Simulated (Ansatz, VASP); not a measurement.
# BN: VASP beside Ansatz

Contents of INCAR:

```
SYSTEM = BN
ALGO     = Normal         ! electronic algorithm
EDIFF    = 1E-6           ! SCF threshold, eV
ENCUT    = 600            ! plane-wave cutoff, eV
GGA_COMPAT= .FALSE.      
ISIF     = 2              ! what is computed and relaxed
ISMEAR   = 0              ! smearing method
LASPH    = .TRUE.         ! aspherical terms in the spheres
LCHARG   = .TRUE.         ! write CHGCAR
LELF     = .TRUE.         ! ELF
LREAL    = .FALSE.        ! projectors in reciprocal space
LVHAR    = .TRUE.       
LWAVE    = .FALSE.        ! write WAVECAR
NBANDS   = 11             ! bands
NELM     = 120            ! most SCF steps
PREC     = Accurate       ! precision mode
SIGMA    = 0.01           ! smearing width, eV
```

File KPOINTS:

```
k-points
0
G
  10 10 10
  0 0 0
```

The input POSCAR:

```
BN
1.0
    0.0000000000      1.6994276261      1.6994276261
    1.6994276261      0.0000000000      1.6994276261
    1.6994276261      1.6994276261      0.0000000000
B N
1 1
Direct
    0.0000000000      0.0000000000      0.0000000000
    0.2500000000      0.2500000000      0.2500000000
```

Input for Ansatz:

```yaml
crystal:
  lattice:
    - [0.0, 1.6994276261, 1.6994276261]
    - [1.6994276261, 0.0, 1.6994276261]
    - [1.6994276261, 1.6994276261, 0.0]
  atoms:
    - { symbol: B, position: [0.0, 0.0, 0.0] }
    - { symbol: "N", position: [0.25, 0.25, 0.25] }
scf:
  occupations: { method: fixed }
output:
  forces: true
  stress: true
  eigenvalues: true
  write_density: true
  write_potential: true
  elf: true
  volumetric_format: npy
hamiltonian:
  xc: lda
basis:
  ecutwfc: 600
kpoints:
  mp_grid: { grid: [10, 10, 10] }
```

Alike in both runs: task single point; functional LDA; k mesh 10 × 10 × 10; no spin polarisation.

|  | VASP | Ansatz |
| --- | --- | --- |
| version | VASP 6.6.1 | Ansatz 0.2.0 |
| potentials or method | VASP PAW LDA potentials, release 64 (B, N), cutoff 600 eV | scalar-relativistic, plane waves, PAW |
| occupations | gaussian, width 0.01 eV | fixed |
| valence electrons in the cell | 8 | 8 |

```tsv
	VASP	Ansatz	Ansatz less VASP
gap on the k mesh at the Fermi level (eV)	4.54	4.57	+0.024
least direct gap on the mesh (eV)	9.56	9.57	+0.016
```

LDA's correlation is that of Perdew and Zunger in VASP and of Perdew and Wang (1992) in Ansatz.
